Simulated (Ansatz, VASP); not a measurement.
Hf2Pd2Se2Br2O3, level by level in two programs

```
CELL_PARAMETERS angstrom
3.72613 0.00000 0.00000
-1.86306 3.22692 0.00000
0.00000 0.00000 17.00867
ATOMIC_POSITIONS crystal
Hf 0.66667 0.33333 0.93385
Hf 0.33333 0.66667 0.06615
Pd 0.00000 0.00000 0.30298
Pd 0.00000 0.00000 0.69702
Se 0.33333 0.66667 0.22649
Se 0.66667 0.33333 0.77351
Br 0.66667 0.33333 0.39862
Br 0.33333 0.66667 0.60138
O 0.33333 0.66667 0.92689
O 0.66667 0.33333 0.07311
O 0.00000 0.00000 0.00000
```

Single points on this cell with VASP 6.6.1 and Ansatz 0.2.0. Each row is one pair of runs. Alike in all rows: spin: off; k mesh: 8 × 8 × 2; smearing: fermi-dirac, width 0.05 eV; VASP's potentials, cutoff: VASP PAW PBE potentials, release 64 (Hf_pv, Pd, Se, Br, O), 520 eV.

| level | Ansatz's potentials, cutoff | gap on the k mesh at the Fermi level (eV), VASP | gap on the k mesh at the Fermi level (eV), Ansatz | pressure (GPa), VASP | pressure (GPa), Ansatz | rms of the force components (eV/Å), VASP | rms of the force components (eV/Å), Ansatz |
| --- | --- | --- | --- | --- | --- | --- | --- |
| PBE | Ansatz NC, 1240 eV | none | none | -0.8 | 0.0 | 0.049 | 0.012 |
| PBE | SPMS NC, 1034 eV | none | none | -0.8 | -0.3 | 0.049 | 0.024 |
| PBE | Ansatz PAW, 420 eV | none | none | -0.8 | 0.0 | 0.049 | 0.016 |
| PBE | JTH PAW, 1380 eV | none | ? | -0.8 | ? | 0.049 | ? |
| PBE | PseudoDojo standard (PBE files), 1170 eV | none | none | -0.8 | -0.4 | 0.049 | 0.024 |
| PBE | Ansatz PAW earlier set, 900 eV | none | none | -0.8 | 0.0 | 0.049 | 0.014 |

Q: Fill in what Ansatz gave in row 4.

A: gap on the k mesh at the Fermi level (eV): none; pressure (GPa): -0.6; rms of the force components (eV/Å): 0.044.

VASP's potentials hold 84 valence electrons a cell and Ansatz's 152; VASP's potentials hold 84 valence electrons a cell and Ansatz's 124; VASP's potentials hold 84 valence electrons a cell and Ansatz's 104; VASP's potentials hold 84 valence electrons a cell and Ansatz's 172, so a difference there can come from the potentials and not from the codes.

A gap of «none» marks a metal or a gap that the smearing closes.

Neither program's run includes spin-orbit coupling.
